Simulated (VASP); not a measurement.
A run of VASP 6.6.1:

INCAR

```
  PREC = Accurate
  ENCUT = 600
  EDIFF = 1E-7
  ISMEAR = 0
  SIGMA = 0.1
  LREAL = F
  LASPH = T
  NELM = 80
  ALGO = Fast
  ISIF = 3
  LWAVE = F
  LCHARG = F
  GGA = PE
  IBRION = 2
  NSW = 65
  EDIFFG = -0.01
```

Contents of KPOINTS:

```
regular mesh
0
Gamma
  18 18 7
```

The input POSCAR:

```
Rh
1.0
    2.7247816576      0.0000000000      0.0000000000
   -1.3623908288      2.3597301353      0.0000000000
    0.0000000000      0.0000000000      6.5774950193
Rh
3
Direct
    0.0000000000      0.0000000000      0.0000000000
    0.3333333333      0.6666666667      0.3333333333
    0.6666666667      0.3333333333      0.6666666667
```

Potentials or basis: VASP PAW PBE potentials, release 64 (Rh_pv).

Command:

```sh
$ cat potpaw_PBE.64/Rh_pv/POTCAR > POTCAR
$ mpirun -np 1 vasp_std > vasp.out
```

Hardware: 1 thread of Oxide Virtual Turin-like Processor (shared host).

Question: How long does it take, and how much memory?

Answer: It took 21 min on 1 thread of Oxide Virtual Turin-like Processor (shared host), peak memory 0.33 GiB. Counts: scf iterations 61, k points 229, ion steps 5.
